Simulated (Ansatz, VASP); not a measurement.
Given: the input of a run of Ansatz 0.2.0 on GaN.

The input input.yaml:

```yaml
crystal:
  lattice:
    - [3.1150838257, 0.0, 0.0]
    - [-1.5575419129, 2.697741728, 0.0]
    - [0.0, 0.0, 5.0605418376]
  atoms:
    - { symbol: Ga, position: [0.6666666667, 0.3333333333, 0.5] }
    - { symbol: Ga, position: [0.3333333333, 0.6666666667, 0.0] }
    - { symbol: "N", position: [0.6666666667, 0.3333333333, 0.875] }
    - { symbol: "N", position: [0.3333333333, 0.6666666667, 0.375] }
hamiltonian:
  xc: r2scan
  pseudopotentials: { kind: paw }
  dispersion: d3bj
kpoints:
  mp_grid: { grid: [10, 10, 5] }
scf:
  occupations: { method: fermi_dirac, width: 0.05 }
output:
  forces: true
  stress: true
  eigenvalues: true
```

Potentials or basis: Ansatz PAW.

The run is started by

```sh
$ ansatz run input.yaml --threads 2 --pin off --max-ram 5120MiB --backend cpu --events-out ev --progress --plain --runs-dir out
```

Question: Translate it to VASP 6.6.1. Potentials there: VASP PAW PBE potentials, release 64 (Ga_d, N).

Answer: As run (the cutoff follows the program's own potentials):

File POSCAR:

```
GaN
1.0
    3.1150838257      0.0000000000      0.0000000000
   -1.5575419129      2.6977417280      0.0000000000
    0.0000000000      0.0000000000      5.0605418376
Ga N
2 2
Direct
    0.6666666667      0.3333333333      0.5000000000
    0.3333333333      0.6666666667      0.0000000000
    0.6666666667      0.3333333333      0.8750000000
    0.3333333333      0.6666666667      0.3750000000
```

File INCAR.step1:

```
PREC = Accurate ; ENCUT = 520
ISMEAR = -1 ; SIGMA = 0.05
LREAL = False ; LASPH = True
NELM = 60 ; NBANDS = 26
GGA = PE ; ALGO = Normal
EDIFF = 1E-4 ; LWAVE = True
LCHARG = False
```

The input INCAR.step2:

```
PREC = Accurate ; ENCUT = 520
EDIFF = 1E-6 ; ISMEAR = -1
SIGMA = 0.05 ; LREAL = False
LASPH = True ; NELM = 60
ALGO = Normal ; ISIF = 2
LWAVE = False ; LCHARG = False
METAGGA = R2SCAN ; LMIXTAU = True
IVDW = 12 ; VDW_S6 = 1.0
VDW_S8 = 0.78981345 ; VDW_A1 = 0.49484001
VDW_A2 = 5.73083694 ; NBANDS = 26
ISTART = 1
```

Contents of KPOINTS:

```
Automatic mesh
0
Gamma
  10 10 5
```

Potentials or basis: VASP PAW PBE potentials, release 64 (Ga_d, N).

Launch:

```console
$ cat potpaw_PBE.64/Ga_d/POTCAR potpaw_PBE.64/N/POTCAR > POTCAR
$ cp INCAR.step1 INCAR
$ mpirun -np 1 vasp_std > vasp.out
$ cp INCAR.step2 INCAR
$ mpirun -np 1 vasp_std > vasp.out
```

Both were run:

|  | VASP | Ansatz | Ansatz less VASP |
| --- | --- | --- | --- |
| gap on the k mesh at the Fermi level (eV) | 2.81 | 2.82 | +0.011 |
| least direct gap on the mesh (eV) | 2.81 | 2.82 | +0.011 |
| pressure (GPa) | 14.7 | 13.3 | -1.34 |
| traceless stress, the component that is largest in VASP (GPa) | 1.73 | 1.76 | +0.032 |
| rms of the force components (eV/Å) | 0.095 | 0.093 | -0.0018 |

VASP's potentials were made for PBE, not for r2SCAN. Atom by atom the forces differ by 0.002 eV/Å (rms over components).

Noted on Ansatz's run: odd divisions of the mesh miss points on the zone boundary, where band edges often lie, so the gap on the mesh can be too wide.
